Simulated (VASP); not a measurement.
# GaSb: single point with r2SCAN

Crystal: GaSb.

```
Ga Sb
1.0
     2.93046    2.93046    0.00000
    -2.93046    2.93046    0.00000
     0.00000    2.93046    2.93046
Ga Sb
1 1
Direct
  0.00000 0.00000 0.00000
  0.75000 0.25000 0.50000
```

```
Program             : VASP 6.6.1
Task                : single point
Functional          : r2SCAN
Potentials or basis : VASP PAW PBE potentials, release 64 (Ga_d, Sb)
Cutoff              : 520 eV
k mesh              : 6 × 6 × 6
Occupations         : gaussian, width 0.01 eV
Spin                : no spin polarisation
```

```json
{
 "Pressure": "10.1 GPa",
 "Band gap on the k mesh": "0.94 eV, indirect (least direct gap 1.47 eV)"
}
```

Levels at points of the mesh, in eV from the valence-band top:
```tsv
k point	band 6	band 7	band 8	band 9	band 10	band 11	band 12	band 13
(0.00, 0.00, 0.00)	-12.95	0.00	0.00	0.00	1.47	2.91	2.91	2.91
(0.50, 0.00, 0.00)	-10.86	-7.33	-1.45	-1.45	1.00	3.97	3.97	6.82
(0.50, 0.50, 0.00)	-9.76	-7.73	-3.21	-3.21	0.94	1.21	10.15	10.15
```

It took 30 s on 1 thread of AMD EPYC 9R45 (Zen 5), on a shared host, peak memory 0.15 GiB.

Caveat: the PAW data sets were made with another functional, which shifts forces and pressure a little; spin-orbit coupling is left out, which moves the levels of the heavy elements. r2SCAN opens gaps a little over a GGA but as a rule still falls short of measured ones.
